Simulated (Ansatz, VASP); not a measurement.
Ta: VASP beside Ansatz

INCAR

```
SYSTEM = Ta
PREC     = Accurate       ! precision mode
ENCUT    = 520            ! plane-wave cutoff, eV
EDIFF    = 1E-7           ! SCF threshold, eV
ISMEAR   = 0              ! smearing method
SIGMA    = 0.15           ! smearing width, eV
LREAL    = .False.        ! projectors in reciprocal space
LASPH    = .True.         ! aspherical terms in the spheres
NELM     = 60             ! most SCF steps
ALGO     = Fast           ! electronic algorithm
ISIF     = 2              ! what is computed and relaxed
LWAVE    = .False.        ! write WAVECAR
LCHARG   = .False.        ! write CHGCAR
GGA      = PS             ! functional
NBANDS   = 12             ! bands
```

The input KPOINTS:

```
Automatic mesh
0
Gamma
  22 22 22
  0 0 0
```

File POSCAR:

```
Ta
1.0
   -1.5782458876      1.5782458876      1.7007177685
    1.5782458876     -1.5782458876      1.7007177685
    1.5782458876      1.5782458876     -1.7007177685
Ta
1
Direct
    0.0000000000      0.0000000000      0.0000000000
```

Input for Ansatz:

```yaml
crystal:
  lattice:
    - [-1.5782458876, 1.5782458876, 1.7007177685]
    - [1.5782458876, -1.5782458876, 1.7007177685]
    - [1.5782458876, 1.5782458876, -1.7007177685]
  atoms:
    - { symbol: Ta, position: [0.0, 0.0, 0.0] }
basis:
  ecutwfc: 420
kpoints:
  mp_grid: { grid: [22, 22, 22] }
hamiltonian:
  xc: pbesol
  pseudopotentials: { kind: paw, azcp: { folder: soft_1 } }
scf:
  occupations: { method: gaussian, width: 0.15 }
output:
  forces: true
  stress: true
  eigenvalues: true
```

Alike in both runs: task single point; functional PBEsol; k mesh 22 × 22 × 22; occupations gaussian, width 0.15 eV; no spin polarisation.

|  | VASP | Ansatz |
| --- | --- | --- |
| version | VASP 6.6.1 | Ansatz 0.2.0 |
| potentials or method | VASP PAW PBE potentials, release 64 (Ta_pv), cutoff 520 eV | scalar-relativistic, plane waves, PAW |
| valence electrons in the cell | 11 | 13 |

Ansatz gave:

* gap on the k mesh at the Fermi level (eV): none
* pressure (GPa): 9.9
* traceless stress, the component that is largest in VASP (GPa): -6.47

**Question.** What did VASP give for the same quantities?

**Answer.** gap on the k mesh at the Fermi level (eV): none; pressure (GPa): 10.3; traceless stress, the component that is largest in VASP (GPa): -6.47.

VASP's potentials were made for PBE, not for PBEsol, and Ansatz warns of the same on its side. A gap of «none» marks a metal or a gap that the smearing closes. VASP's potentials hold 11 valence electrons a cell and Ansatz's 13, so a difference there can come from the potentials and not from the codes.

Spin-orbit coupling is off throughout.
